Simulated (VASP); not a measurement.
# ZnS (P1) in VASP: single point with PBE

Aim: the single point of ZnS with PBE.

All numbers are computed with VASP 6.6.1; they aren't measurements. Logs are shortened: lines on timing, memory, paths and dates and some standing lists are left out, and cuts for length are marked.

### Step 1. The cell of the first run

The typed cell holds 12 atoms: a = 3.826 Å, b = 3.858 Å, c = 18.413 Å, α = 90.21°, β = 88.96°, γ = 119.52°.

### Step 2. Single point, PBE (atoms moved at random and the cell strained at random)

The input, INCAR:

```
PREC = Accurate
ENCUT = 500
EDIFF = 1E-6
ISMEAR = 0
SIGMA = 0.05
LREAL = False
LASPH = True
NELM = 120
ALGO = Normal
ISIF = 2
LWAVE = False
LCHARG = False
GGA = PE
NBANDS = 66
GGA_COMPAT = False
```

The input, KPOINTS:

```
regular mesh
0
Gamma
  6 6 2
```

The input, POSCAR:

```
ZnS
1.0
    3.8255160731      0.0068301193      0.0344408924
   -1.9068429797      3.3536930965     -0.0071545999
    0.1689638161      0.0570215445     18.4124845430
Zn S
6 6
Direct
    0.0067350661     -0.0588047135      0.0055018559
    0.0028339680      0.0081224768      0.4940659122
    0.3872462658      0.8193533140      0.1797161155
    0.6081151537      0.3510467766      0.6537805191
    0.6638323919      0.3252006937      0.3157151902
    0.2063359233      0.5031790665      0.8182676759
   -0.0835368686      0.0096036712      0.1371737404
    0.0370205005     -0.0630169428      0.6425039696
    0.4344919447      0.6703776677      0.3010030019
    0.6995575472      0.3348376259      0.7893815185
    0.6956938596      0.4015426797      0.4613084839
    0.3416742478      0.6985576841      0.9515820169
```

Potentials or basis: VASP PAW PBE potentials, release 64 (Zn, S).

On the command line:

```console
$ cat potpaw_PBE.64/Zn/POTCAR potpaw_PBE.64/S/POTCAR > POTCAR
$ mpirun -np 1 vasp_std > vasp.out
```

OUTCAR:

```text
PREC = Accurate
   ENCUT = 500
   EDIFF = 1E-6
   ISMEAR = 0
   LREAL = False
   LASPH = True
   NELM = 120
   ISIF = 2
   GGA = PE

 ion  position               nearest neighbor table
   1  0.007  0.941  0.006-  12 2.15  12 2.46   7 2.47  12 2.73
   2  0.003  0.008  0.494-  11 2.13  11 2.38  11 2.42   8 2.76
   3  0.387  0.819  0.180-   7 1.93   9 2.34   7 2.40   7 2.85   5 3.04
   4  0.608  0.351  0.654-   8 1.99   8 2.04  10 2.53   8 2.80
   5  0.664  0.325  0.316-   9 1.94   9 2.25   9 2.58  11 2.69   3 3.04
   6  0.206  0.503  0.818-  10 1.80  10 2.33  12 2.55  10 2.85
   7  0.916  0.010  0.137-   3 1.93   3 2.40   1 2.47   3 2.85
   8  0.037  0.937  0.643-   4 1.99   4 2.04   2 2.76   4 2.80
   9  0.434  0.670  0.301-   5 1.94   5 2.25   3 2.34   5 2.58
  10  0.700  0.335  0.789-   6 1.80   6 2.33   4 2.53   6 2.85
  11  0.696  0.402  0.461-   2 2.13   2 2.38   2 2.42   5 2.69
  12  0.342  0.699  0.952-   1 2.15   1 2.46   6 2.55   1 2.73

  LATTYP: Found a triclinic cell.
 ALAT       =     3.8256772016
 B/A-ratio  =     1.0084216286
 C/A-ratio  =     4.8130950686
 COS(alpha) =     0.0036979250
 COS(beta)  =     0.0181834404
 COS(gamma) =     0.4927141087

  Lattice vectors:

 A1 = (  -3.8255160731,  -0.0068301193,  -0.0344408924)
 A2 = (  -1.9068429797,   3.3536930965,  -0.0071545999)
 A3 = (  -0.1689638161,  -0.0570215445, -18.4124845430)

Analysis of symmetry for initial positions (statically):
=====================================================================
 Subroutine PRICEL returns:
 Original cell was already a primitive cell.

 Routine SETGRP: Setting up the symmetry group for a
 triclinic supercell.

 Subroutine GETGRP returns: Found  1 space group operations
 (whereof  1 operations were pure point group operations)
 out of a pool of  2 trial point group operations.

The static configuration has the point symmetry C_1 .

Analysis of symmetry for dynamics (positions and initial velocities):
=====================================================================
 Subroutine PRICEL returns:
 Original cell was already a primitive cell.

 Routine SETGRP: Setting up the symmetry group for a
 triclinic supercell.

 Subroutine GETGRP returns: Found  1 space group operations
 (whereof  1 operations were pure point group operations)
 out of a pool of  2 trial point group operations.

The dynamic configuration has the point symmetry C_1 .

 Subroutine INISYM returns: Found  1 space group operations
 (whereof  1 operations are pure point group operations),
 and found     1 'primitive' translations

----------------------------------------------------------------------------------------

                                     Primitive cell

  volume of cell :     236.4430

  direct lattice vectors                    reciprocal lattice vectors
     3.825516073  0.006830119  0.034440892     0.261163247  0.148486118 -0.002856434
    -1.906842980  3.353693096 -0.007154600    -0.000523575  0.297879094 -0.000917696
     0.168963816  0.057021545 18.412484543    -0.000488714 -0.000161998  0.054315962

  length of vectors
     3.825677202  3.857895634 18.413348073     0.300437228  0.297880967  0.054318402

  position of ions in fractional coordinates (direct lattice)
     0.006735066  0.941195286  0.005501856
     0.002833968  0.008122477  0.494065912
     0.387246266  0.819353314  0.179716115
     0.608115154  0.351046777  0.653780519
     0.663832392  0.325200694  0.315715190
     0.206335923  0.503179067  0.818267676
     0.916463131  0.009603671  0.137173740
     0.037020500  0.936983057  0.642503970
     0.434491945  0.670377668  0.301003002
     0.699557547  0.334837626  0.789381519
     0.695693860  0.401542680  0.461308484
     0.341674248  0.698557684  0.951582017

  ion indices of the primitive-cell ions
   primitive index   ion index
                 1           1
                 2           2
                 3           3
                 4           4
                 5           5
                 6           6
                 7           7
                 8           8
                 9           9
                10          10
                11          11
                12          12

----------------------------------------------------------------------------------------

 KPOINTS: regular mesh

Automatic generation of k-mesh.
 Grid dimensions read from file:
 generate k-points for:    6    6    2

 Generating k-lattice:

  Cartesian coordinates                     Fractional coordinates (reciprocal lattice)
     0.043527208  0.024747686 -0.000476072     0.166666667 -0.000000000  0.000000000
    -0.000087262  0.049646516 -0.000152949    -0.000000000  0.166666667 -0.000000000
    -0.000244357 -0.000080999  0.027157981    -0.000000000  0.000000000  0.500000000

  Length of vectors
     0.050072871  0.049646828  0.027159201

  Shift w.r.t. Gamma in fractional coordinates (k-lattice)
     0.000000000  0.000000000  0.000000000

 Subroutine IBZKPT returns following result:
 ===========================================

 Found     40 irreducible k-points:

 Following reciprocal coordinates:
            Coordinates               Weight
  0.000000  0.000000  0.000000      1.000000
  0.166667  0.000000  0.000000      2.000000
  0.333333  0.000000 -0.000000      2.000000
  0.500000  0.000000  0.000000      1.000000
  0.000000  0.166667  0.000000      2.000000
  0.166667  0.166667  0.000000      2.000000
[... 16 lines left out ...]
  0.333333 -0.000000  0.500000      2.000000
  0.500000 -0.000000  0.500000      1.000000
 [... further k-points ...]
   k-points           NKPTS =     40   k-points in BZ     NKDIM =     40   number of bands    NBANDS=     66
   number of dos      NEDOS =    301   number of ions     NIONS =     12
   total plane-waves  NPLWV = 109760
   dimension x,y,z NGX =    28 NGY =   28 NGZ =  140
   dimension x,y,z NGXF=    56 NGYF=   56 NGZF=  280
   ions per type =               6   6
   NGX,Y,Z   is equivalent  to a cutoff of  12.17, 12.07, 12.64 a.u.
   NGXF,Y,Z  is equivalent  to a cutoff of  24.33, 24.13, 25.28 a.u.
 SYSTEM =  unknown system
   PREC   = accura    normal or accurate (medium, high low for compatibility)
   ISTART =      0    job   : 0-new  1-cont  2-samecut
   ICHARG =      2    charge: 1-file 2-atom 10-const
   ISPIN  =      1    spin polarized calculation?
   LNONCOLLINEAR =      F non collinear calculations
   LSORBIT =      F    spin-orbit coupling
   LASPH  =      T    aspherical Exc in radial PAW
   ENCUT  =  500.0 eV  36.75 Ry    6.06 a.u.   6.98  7.03 33.57*2*pi/ulx,y,z
   NELM   =    120;   NELMIN=  2; NELMDL= -5     # of ELM steps
   EDIFF  = 0.1E-05   stopping-criterion for ELM
   LREAL  =      F    real-space projection
   EDIFFG = 0.1E-04   stopping-criterion for IOM
   NSW    =      0    number of steps for IOM
   IBRION =     -1    ionic relax: 0-MD 1-quasi-New 2-CG
   NFREE  =      0    steps in history (QN), initial steepest desc. (CG)
   ISIF   =      2    stress and relaxation
   ISYM   =      2    0-nonsym 1-usesym 2-fastsym
   POTIM  = 0.5000    time-step for ionic-motion
   TEBEG  =    0.0;   TEEND  =   0.0 temperature during run
   PSTRESS=    0.0 pullay stress
   NELECT =     108.0000    total number of electrons
   NUPDOWN=      -1.0000    fix difference up-down
   EMIN   =  10.00;   EMAX   =-10.00  energy-range for DOS
   EFERMI =   0.00;   METHOD = LEGACY
   ISMEAR =     0;   SIGMA  =   0.05  broadening in eV -4-tet -1-fermi 0-gaus
   EFERMI_NEDOS =   21; number of points for ismear=-14 and -15
   IALGO  =     38    algorithm
   IMIX   =      4    mixing-type and parameters
     AMIX     =   0.40;   BMIX     =  1.00
     AMIX_MAG =   1.60;   BMIX_MAG =  1.00
  volume/ion in A,a.u.               =      19.70       132.97
  Fermi-wavevector in a.u.,A,eV,Ry     =   1.260784  2.382536 21.627487  1.589575
  Thomas-Fermi vector in A             =   2.394276
   LORBIT       =      0    0 simple, 1 ext, 2 COOP (PROOUT), +10 PAW based schemes
   GGA     = PE    functional components
   LHFCALC =     F    Hartree Fock is set to
   AEXX    =    0.0000 exact exchange contribution
   IVDW    =     0    specifies the selected vdW correction
   LEPSILON=     F    determine dielectric tensor
   LRPA    =     F    only Hartree local field effects (RPA)
 non-spin polarized calculation
 Gauss-broadening in eV      SIGMA  =   0.05
  energy-cutoff  :      500.00
  volume of cell :      236.44
 maximum number of plane-waves:      6036
   NGX = 13   NGY = 15   NGZ = 67

 number of electron     108.0000002 magnetization

 Free energy of the ion-electron system (eV)
  ---------------------------------------------------
  ext. energy  EPLUGINS =         0.00000000
  ---------------------------------------------------
  free energy    TOTEN  =       -34.16753603 eV

  energy without entropy =      -34.16753602  energy(sigma->0) =      -34.16753603

 E-fermi :   3.2099     XC(G=0):  -9.6405

 val. band max:        3.0096541879   @ k =   0.0000   0.0000   0.0000
 cond. band min:       3.4064854207   @ k =   0.0000   0.0000   0.0000
 fundamental gap:      0.3968312328
 Fermi energy:         3.2099028062

 k-point     1 :       0.0000    0.0000    0.0000
  band No.  band energies     occupation
      1     -12.5751      2.00000
      2     -11.2112      2.00000
      3     -11.1110      2.00000
      4     -10.8112      2.00000
      5     -10.3885      2.00000
      6      -9.2755      2.00000
[... 58 lines left out ...]
     65       8.3572      0.00000
     66       8.4614      0.00000

 k-point     2 :       0.1667    0.0000    0.0000
  band No.  band energies     occupation
      1     -12.4370      2.00000
      2     -11.0016      2.00000
      3     -10.9624      2.00000
      4     -10.6674      2.00000
      5     -10.2260      2.00000
      6      -9.1496      2.00000
[... 58 lines left out ...]
     65       8.2082      0.00000
     66       8.3887      0.00000

 k-point     3 :       0.3333    0.0000   -0.0000
  band No.  band energies     occupation
      1     -12.1375      2.00000
      2     -10.6571      2.00000
      3     -10.4984      2.00000
      4     -10.3180      2.00000
      5      -9.8739      2.00000
      6      -8.8809      2.00000
[... 1438 lines left out ...]
     65       8.4412      0.00000
     66       8.7933      0.00000

 k-point    24 :       0.5000   -0.0000    0.5000
  band No.  band energies     occupation
      1     -11.9741      2.00000
      2     -10.4824      2.00000
      3     -10.2585      2.00000
      4     -10.0219      2.00000
      5      -9.7026      2.00000
      6      -8.7377      2.00000
[... 58 lines left out ...]
     65       8.1613      0.00000
     66       8.9455      0.00000

 [... further k-points ...]

------------------------ aborting loop because EDIFF is reached ----------------------------------------

  FORCE on cell =-STRESS in cart. coord.  units (eV):
  Direction    XX          YY          ZZ          XY          YZ          ZX
  --------------------------------------------------------------------------------------
  -------------------------------------------------------------------------------------
  Total       30.7020262     17.4532937      4.7317285      8.0749051      0.3338369      0.9574315
  in kB      208.0420377    118.2664217     32.0629794     54.7169007      2.2621345      6.4877151
  external PRESSURE =     119.4571462 kB  Pullay stress =       0.0000000 kB

 VOLUME and BASIS-vectors are now :
 -----------------------------------------------------------------------------
  energy-cutoff  :      500.00
  volume of cell :      236.44
      direct lattice vectors                 reciprocal lattice vectors
     3.825516073  0.006830119  0.034440892     0.261163247  0.148486118 -0.002856434
    -1.906842980  3.353693096 -0.007154600    -0.000523575  0.297879094 -0.000917696
     0.168963816  0.057021545 18.412484543    -0.000488714 -0.000161998  0.054315962

 POSITION                                       TOTAL-FORCE (eV/Angst)
 -----------------------------------------------------------------------------------
     -1.76802      3.15684      0.09480        -1.552228      0.853942     -0.326307
      0.07883      0.05543      9.09702         0.013517      1.785996      1.120557
     -0.05060      2.76075      3.31650        -4.963183     -2.336728      1.110541
      1.76743      1.21874     12.05616         2.722658     -0.268638      1.492463
      1.97274      1.11316      5.83364         4.511109     -2.165358      1.968569
     -0.03188      1.73558     15.06985         9.267312      3.861997      3.732798
      3.51081      0.04629      2.55720         5.518119      2.264053     -2.429597
     -1.53650      3.17924     11.82467        -2.720914      0.521253     -2.506754
      0.43471      2.26837      5.55238        -4.956941      2.363054     -0.686555
      2.17106      1.17273     14.55617        -9.462123     -3.775669     -3.154961
      1.97365      1.37771      8.51492         0.214819     -2.105823     -0.794885
      0.13582      2.39934     17.52776         1.407855     -0.998079      0.474130
 -----------------------------------------------------------------------------------
    total drift:                                0.000384     -0.000514     -0.000928

  FREE ENERGIE OF THE ION-ELECTRON SYSTEM (eV)
  ---------------------------------------------------
  free  energy   TOTEN  =       -34.1675360251 eV

  energy  without entropy=      -34.1675360250  energy(sigma->0) =      -34.16753603
```

Wall time 15 min (1 thread of Intel Xeon 8259CL, shared host); peak memory 0.59 GiB.

Results:

- Free energy: -34.1675 eV
- Pressure: 11.9 GPa
- Largest force: 10.711 eV/Å
- Band gap on the k mesh: 0.40 eV

Forces in eV/Å, atoms in the order of the input:
```
Zn  -1.552  0.854 -0.326
Zn   0.014  1.786  1.121
Zn  -4.963 -2.337  1.111
Zn   2.723 -0.269  1.492
Zn   4.511 -2.165  1.969
Zn   9.267  3.862  3.733
S    5.518  2.264 -2.430
S   -2.721  0.521 -2.507
S   -4.957  2.363 -0.687
S   -9.462 -3.776 -3.155
S    0.215 -2.106 -0.795
S    1.408 -0.998  0.474
```

Caveat: the cell differs from its parent crystal (atoms moved at random and the cell strained at random); the stress differs along the axes, from 3 to 21 GPa; semilocal functionals underestimate gaps, and a narrow one can read as zero; forces of over 1 eV/Å act on the atoms, so gaps and moduli don't describe the material at rest.
